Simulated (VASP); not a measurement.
# Si4Ni11 (P1) in VASP: further runs

Runs on Si4Ni11. Level: PBEsol. Tasks: single point, relaxation of cell and atoms.

Everything below comes from runs of VASP 6.6.1. Logs are shortened: lines on timing, memory, paths and dates and some standing lists are left out, and cuts for length are marked.

### Step 1. The cell of the first run

The typed cell holds 15 atoms: a = 5.950 Å, b = 5.951 Å, c = 5.951 Å, α = 109.20°, β = 110.06°, γ = 109.16°.

### Step 2. Single point, PBEsol

INCAR

```
SYSTEM = Si4Ni11
ALGO = Fast
EDIFF = 1E-7
ENCUT = 520
GGA = PS
ISIF = 2
ISMEAR = 0
ISYM = 0
LASPH = .TRUE.
LCHARG = .TRUE.
LELF = .TRUE.
LREAL = Auto
LVHAR = .TRUE.
LWAVE = .FALSE.
NBANDS = 76
NELM = 100
PREC = Accurate
SIGMA = 0.1
```

KPOINTS

```
k-points
0
G
  3 3 3
  0 0 0
```

POSCAR

```
Si4Ni11
1.0
   -3.4470380546      3.4104164493      3.4483985662
    3.4474604649     -3.4110163514      3.4494208786
    3.4469250643      3.4109033611     -3.4489984683
Si Ni
4 11
Direct
    0.0004578920      0.4998030406      0.4996784410
    0.5018482896      1.0010894736      0.4994963175
    0.5023681880      0.5031057557      0.0015457470
    0.0004004319      0.0006943900      0.0010271426
    0.4929033768      0.2476619677      0.2389537081
    0.0082009217      0.7539695033      0.2606119596
    0.0092164971      0.2479151646      0.7554626129
    0.4941010374      0.7538505504      0.7465023783
    0.7507974340      0.5001139426      0.7499873786
    0.2514647285      0.5017680739      0.2509664189
    0.7512444253      0.0012269907      0.2510081240
    0.7615333503      0.7538612487      0.5081837310
    0.2552159061      0.2477572056      0.5074040521
    0.2462919254      0.7534935147      0.9926408016
    0.7408167372      0.2477645351     -0.0068621090
```

Potentials or basis: VASP PAW PBE potentials, release 64 (Si, Ni).

On the command line:

```sh
$ cat potpaw_PBE.64/Si/POTCAR potpaw_PBE.64/Ni/POTCAR > POTCAR
$ mpirun -np 1 vasp_std > vasp.out
```

OUTCAR:

```text
SYSTEM = Si4Ni11
   EDIFF = 1E-7
   ENCUT = 520
   GGA = PS
   ISIF = 2
   ISMEAR = 0
   ISYM = 0
   LASPH = .TRUE.
   LREAL = Auto
   NELM = 100
   PREC = Accurate

 ion  position               nearest neighbor table
   1  0.000  0.500  0.500-  14 2.39  12 2.39   6 2.39   8 2.39  11 2.43  10 2.44   9 2.44  15 2.46
                            13 2.46   5 2.46   7 2.46
   2  0.502  0.001  0.499-  13 2.39  15 2.39   6 2.40   8 2.40  11 2.43   9 2.43  10 2.44  14 2.46
                            12 2.46   5 2.46   7 2.46
   3  0.502  0.503  0.002-   5 2.39   7 2.39  15 2.40  13 2.40  11 2.43   9 2.44  10 2.44   6 2.45
                             8 2.45  14 2.46  12 2.46
   4  0.000  0.001  0.001-   5 2.39  12 2.39   7 2.39  14 2.39  11 2.43   9 2.44  10 2.44  13 2.46
                             8 2.46   6 2.46  15 2.46
   5  0.493  0.248  0.239-   4 2.39   3 2.39  10 2.40  15 2.41  14 2.41  11 2.45   2 2.46   1 2.46
                            13 2.47  12 2.47   9 2.48
   6  0.008  0.754  0.261-   1 2.39   2 2.40  10 2.40  13 2.41  12 2.41  11 2.45   3 2.45   4 2.46
                            14 2.47  15 2.47   9 2.48
   7  0.009  0.248  0.755-   4 2.39   3 2.39  10 2.40  13 2.41  12 2.41  11 2.45   2 2.46   1 2.46
                            14 2.47  15 2.47   9 2.48
   8  0.494  0.754  0.747-   1 2.39   2 2.40  10 2.40  14 2.41  15 2.41  11 2.45   3 2.45   4 2.46
                            12 2.47  13 2.47   9 2.48
   9  0.751  0.500  0.750-  14 2.40  13 2.40  15 2.40  12 2.41   2 2.43   1 2.44   3 2.44   4 2.44
                             8 2.48   6 2.48   7 2.48   5 2.48
  10  0.251  0.502  0.251-   6 2.40   8 2.40   7 2.40   5 2.40   2 2.44   1 2.44   3 2.44   4 2.44
                            12 2.47  14 2.47  13 2.48  15 2.48
  11  0.751  0.001  0.251-   2 2.43   3 2.43   1 2.43   4 2.43  13 2.44   6 2.45   7 2.45   8 2.45
                            15 2.45  12 2.45   5 2.45  14 2.45
  12  0.762  0.754  0.508-   4 2.39   1 2.39   9 2.41   7 2.41   6 2.41  11 2.45   3 2.46   2 2.46
                             8 2.47   5 2.47  10 2.47
  13  0.255  0.248  0.507-   2 2.39   3 2.40   9 2.40   6 2.41   7 2.41  11 2.44   4 2.46   1 2.46
                             8 2.47   5 2.47  10 2.48
  14  0.246  0.753  0.993-   1 2.39   4 2.39   9 2.40   8 2.41   5 2.41  11 2.45   3 2.46   2 2.46
                             7 2.47   6 2.47  10 2.47
  15  0.741  0.248  0.993-   2 2.39   3 2.40   9 2.40   5 2.41   8 2.41  11 2.45   1 2.46   4 2.46
                             7 2.47   6 2.47  10 2.48

IMPORTANT INFORMATION: All symmetrisations will be switched off!
NOSYMM: (Re-)initialisation of all symmetry stuff for point group C_1.

----------------------------------------------------------------------------------------

                                     Primitive cell

  volume of cell :     162.1981

  direct lattice vectors                    reciprocal lattice vectors
    -3.447038055  3.410416449  3.448398566    -0.000006480  0.146611947  0.144986102
     3.447460465 -3.411016351  3.449420879     0.145036677  0.000015151  0.144964471
     3.446925064  3.410903361 -3.448998468     0.145047961  0.146601599  0.000003867

  length of vectors
     5.950165072  5.951346117  5.950726390     0.206194163  0.205061785  0.206230308

  position of ions in fractional coordinates (direct lattice)
     0.000457892  0.499803041  0.499678441
     0.501848290  0.001089474  0.499496317
     0.502368188  0.503105756  0.001545747
     0.000400432  0.000694390  0.001027143
     0.492903377  0.247661968  0.238953708
     0.008200922  0.753969503  0.260611960
     0.009216497  0.247915165  0.755462613
     0.494101037  0.753850550  0.746502378
     0.750797434  0.500113943  0.749987379
     0.251464728  0.501768074  0.250966419
     0.751244425  0.001226991  0.251008124
     0.761533350  0.753861249  0.508183731
     0.255215906  0.247757206  0.507404052
     0.246291925  0.753493515  0.992640802
     0.740816737  0.247764535  0.993137891

  ion indices of the primitive-cell ions
   primitive index   ion index
                 1           1
                 2           2
                 3           3
                 4           4
                 5           5
                 6           6
                 7           7
                 8           8
                 9           9
                10          10
                11          11
                12          12
                13          13
                14          14
                15          15

----------------------------------------------------------------------------------------

 KPOINTS: k-points

Automatic generation of k-mesh.
 Grid dimensions read from file:
 generate k-points for:    3    3    3

 Generating k-lattice:

  Cartesian coordinates                     Fractional coordinates (reciprocal lattice)
    -0.000002160  0.048870649  0.048328701     0.333333333 -0.000000000  0.000000000
     0.048345559  0.000005050  0.048321490    -0.000000000  0.333333333  0.000000000
     0.048349320  0.048867200  0.000001289     0.000000000  0.000000000  0.333333333

  Length of vectors
     0.068731388  0.068353928  0.068743436

  Shift w.r.t. Gamma in fractional coordinates (k-lattice)
     0.000000000  0.000000000  0.000000000

 Subroutine IBZKPT returns following result:
 ===========================================

 Found     14 irreducible k-points:

 Following reciprocal coordinates:
            Coordinates               Weight
  0.000000  0.000000  0.000000      1.000000
  0.333333 -0.000000 -0.000000      2.000000
 -0.000000  0.333333  0.000000      2.000000
  0.333333  0.333333 -0.000000      2.000000
 -0.333333  0.333333  0.000000      2.000000
  0.000000 -0.000000  0.333333      2.000000
  0.333333 -0.000000  0.333333      2.000000
 -0.333333 -0.000000  0.333333      2.000000
 -0.000000  0.333333  0.333333      2.000000
  0.333333  0.333333  0.333333      2.000000
 -0.333333  0.333333  0.333333      2.000000
  0.000000 -0.333333  0.333333      2.000000
  0.333333 -0.333333  0.333333      2.000000
 -0.333333 -0.333333  0.333333      2.000000
   k-points           NKPTS =     14   k-points in BZ     NKDIM =     14   number of bands    NBANDS=     76
   number of dos      NEDOS =    301   number of ions     NIONS =     15
   total plane-waves  NPLWV = 110592
   dimension x,y,z NGX =    48 NGY =   48 NGZ =   48
   dimension x,y,z NGXF=    96 NGYF=   96 NGZF=   96
   ions per type =               4  11
   NGX,Y,Z   is equivalent  to a cutoff of  13.41, 13.41, 13.41 a.u.
   NGXF,Y,Z  is equivalent  to a cutoff of  26.82, 26.82, 26.82 a.u.
 SYSTEM =  Si4Ni11
   PREC   = accura    normal or accurate (medium, high low for compatibility)
   ISTART =      0    job   : 0-new  1-cont  2-samecut
   ICHARG =      2    charge: 1-file 2-atom 10-const
   ISPIN  =      1    spin polarized calculation?
   LNONCOLLINEAR =      F non collinear calculations
   LSORBIT =      F    spin-orbit coupling
   LASPH  =      T    aspherical Exc in radial PAW
   ENCUT  =  520.0 eV  38.22 Ry    6.18 a.u.  11.06 11.07 11.06*2*pi/ulx,y,z
   NELM   =    100;   NELMIN=  2; NELMDL= -5     # of ELM steps
   EDIFF  = 0.1E-06   stopping-criterion for ELM
   LREAL  =      T    real-space projection
   EDIFFG = 0.1E-05   stopping-criterion for IOM
   NSW    =      0    number of steps for IOM
   IBRION =     -1    ionic relax: 0-MD 1-quasi-New 2-CG
   NFREE  =      0    steps in history (QN), initial steepest desc. (CG)
   ISIF   =      2    stress and relaxation
   ISYM   =      0    0-nonsym 1-usesym 2-fastsym
   POTIM  = 0.5000    time-step for ionic-motion
   TEBEG  =    0.0;   TEEND  =   0.0 temperature during run
   PSTRESS=    0.0 pullay stress
   NELECT =     126.0000    total number of electrons
   NUPDOWN=      -1.0000    fix difference up-down
   EMIN   =  10.00;   EMAX   =-10.00  energy-range for DOS
   EFERMI =   0.00;   METHOD = LEGACY
   ISMEAR =     0;   SIGMA  =   0.10  broadening in eV -4-tet -1-fermi 0-gaus
   EFERMI_NEDOS =   21; number of points for ismear=-14 and -15
   IALGO  =     68    algorithm
   IMIX   =      4    mixing-type and parameters
     AMIX     =   0.40;   BMIX     =  1.00
     AMIX_MAG =   1.60;   BMIX_MAG =  1.00
  volume/ion in A,a.u.               =      10.81        72.97
  Fermi-wavevector in a.u.,A,eV,Ry     =   1.504930  2.843906 30.814685  2.264815
  Thomas-Fermi vector in A             =   2.615846
   LORBIT       =      0    0 simple, 1 ext, 2 COOP (PROOUT), +10 PAW based schemes
   GGA     = PS    functional components
   LHFCALC =     F    Hartree Fock is set to
   AEXX    =    0.0000 exact exchange contribution
   IVDW    =     0    specifies the selected vdW correction
   LEPSILON=     F    determine dielectric tensor
   LRPA    =     F    only Hartree local field effects (RPA)
 non-spin polarized calculation
 RMM-DIIS sequential band-by-band and
 Gauss-broadening in eV      SIGMA  =   0.10
  energy-cutoff  :      520.00
  volume of cell :      162.20
 maximum number of plane-waves:      4382
 NGX is ok and might be reduce to    48
   NGX = 23   NGY = 23   NGZ = 23

 number of electron     126.0000019 magnetization

 Free energy of the ion-electron system (eV)
  ---------------------------------------------------
  ext. energy  EPLUGINS =         0.00000000
  ---------------------------------------------------
  free energy    TOTEN  =       -97.29837747 eV

  energy without entropy =      -97.25645678  energy(sigma->0) =      -97.27741712

 E-fermi :  10.3935     XC(G=0): -13.1498

 val. band max:       10.3545670618   @ k =  -0.3333   0.3333   0.3333
 cond. band min:      10.4708159125   @ k =   0.3333  -0.3333   0.3333
 fundamental gap:      0.1162488507
 Fermi energy:        10.3934681951

 k-point     1 :       0.0000    0.0000    0.0000
  band No.  band energies     occupation
      1      -1.5959      2.00000
      2       2.0884      2.00000
      3       2.1226      2.00000
      4       2.1242      2.00000
      5       4.1920      2.00000
      6       4.1947      2.00000
[... 67 lines left out ...]
     74      16.5337      0.00000
     75      16.6199      0.00000

 k-point     2 :       0.3333   -0.0000   -0.0000
  band No.  band energies     occupation
      1      -0.9330      2.00000
      2       0.8350      2.00000
      3       1.6321      2.00000
      4       1.7027      2.00000
      5       3.9420      2.00000
      6       4.2980      2.00000
[... 67 lines left out ...]
     74      14.6057      0.00000
     75      16.0233      0.00000

 k-point     3 :      -0.0000    0.3333    0.0000
  band No.  band energies     occupation
      1      -0.9471      2.00000
      2       0.7659      2.00000
      3       1.6868      2.00000
      4       1.8735      2.00000
      5       3.9088      2.00000
      6       3.9308      2.00000
[... 847 lines left out ...]
     74      14.7413      0.00000
     75      15.0905      0.00000

 k-point    14 :      -0.3333   -0.3333    0.3333
  band No.  band energies     occupation
      1      -0.3633      2.00000
      2       0.7569      2.00000
      3       0.9487      2.00000
      4       2.2835      2.00000
      5       2.8520      2.00000
      6       3.0931      2.00000
[... 67 lines left out ...]
     74      14.9652      0.00000
     75      15.0789      0.00000
 [bands above 75 left out]

------------------------ aborting loop because EDIFF is reached ----------------------------------------

  FORCE on cell =-STRESS in cart. coord.  units (eV):
  Direction    XX          YY          ZZ          XY          YZ          ZX
  --------------------------------------------------------------------------------------
  -------------------------------------------------------------------------------------
  Total        0.2415491      0.1122170      0.2070900     -0.0064977      0.0193463     -0.0127498
  in kB        2.3859984      1.1084691      2.0456150     -0.0641838      0.1911011     -0.1259411
  external PRESSURE =       1.8466942 kB  Pullay stress =       0.0000000 kB

 VOLUME and BASIS-vectors are now :
 -----------------------------------------------------------------------------
  energy-cutoff  :      520.00
  volume of cell :      162.20
      direct lattice vectors                 reciprocal lattice vectors
    -3.447038055  3.410416449  3.448398566    -0.000006480  0.146611947  0.144986102
     3.447460465 -3.411016351  3.449420879     0.145036677  0.000015151  0.144964471
     3.446925064  3.410903361 -3.448998468     0.145047961  0.146601599  0.000003867

 POSITION                                       TOTAL-FORCE (eV/Angst)
 -----------------------------------------------------------------------------------
      3.44383      0.00108      0.00222        -0.026811      0.005956     -0.029334
     -0.00441      3.41153      0.01157        -0.017095      0.010097      0.014052
      0.00808      0.00246      3.46246         0.006026     -0.006970      0.013527
      0.00455      0.00250      0.00023         0.034677     -0.003557     -0.023704
     -0.02160      1.65127      1.72987         0.002950      0.029476     -0.000164
      3.46932     -1.65491      1.73019        -0.001587     -0.009055     -0.002479
      3.42693      1.76260     -1.71864        -0.010442     -0.020174     -0.000778
      3.46882      1.65994      1.72952         0.005605      0.003505      0.003684
      1.72125      3.41277      1.72745        -0.002070     -0.003710      0.002449
      1.72808      0.00208      1.73238        -0.001930      0.000499     -0.013700
     -1.72013      3.41404      1.72910         0.007129     -0.018115     -0.003031
      1.72554      1.75908      3.47373        -0.008854     -0.014506      0.010121
      1.72338      1.75599     -0.01533         0.007538     -0.004925      0.007001
      5.17022      1.65558      0.02481         0.008183      0.018938      0.015821
      1.72381      5.06886     -0.01606        -0.003319      0.012542      0.006535
 -----------------------------------------------------------------------------------
    total drift:                                0.000346     -0.000800     -0.000203

  FREE ENERGIE OF THE ION-ELECTRON SYSTEM (eV)
  ---------------------------------------------------
  free  energy   TOTEN  =       -97.2983774694 eV

  energy  without entropy=      -97.2564567788  energy(sigma->0) =      -97.27741712
```

It took 7.4 min on 1 thread of Intel Xeon 6975P-C (Granite Rapids), shared host; peak memory 0.37 GiB.

What came out:

| Property | Result |
| --- | --- |
| Free energy | -97.2984 eV |
| Pressure | 0.2 GPa |
| Largest force | 0.042 eV/Å |
| Band gap on the k mesh | zero (bands 63 and 64 overlap by 0.23 eV) |

Forces on the atoms (eV/Å):
```
Si  -0.027  0.006 -0.029
Si  -0.017  0.010  0.014
Si   0.006 -0.007  0.014
Si   0.035 -0.004 -0.024
Ni   0.003  0.029  0.000
Ni  -0.002 -0.009 -0.002
Ni  -0.010 -0.020 -0.001
Ni   0.006  0.004  0.004
Ni  -0.002 -0.004  0.002
Ni  -0.002  0.000 -0.014
Ni   0.007 -0.018 -0.003
Ni  -0.009 -0.015  0.010
Ni   0.008 -0.005  0.007
Ni   0.008  0.019  0.016
Ni  -0.003  0.013  0.007
```

Caveat: the k points lie up to 0.43 Å⁻¹ apart; the PAW data sets were made with another functional, which shifts forces and pressure a little. Spin polarisation is off, so any magnetic state and its effect on volume and gap are missing.

[end of part 1 of 2]

The gap in the log of VASP goes by the Fermi energy; the results here count the filled bands.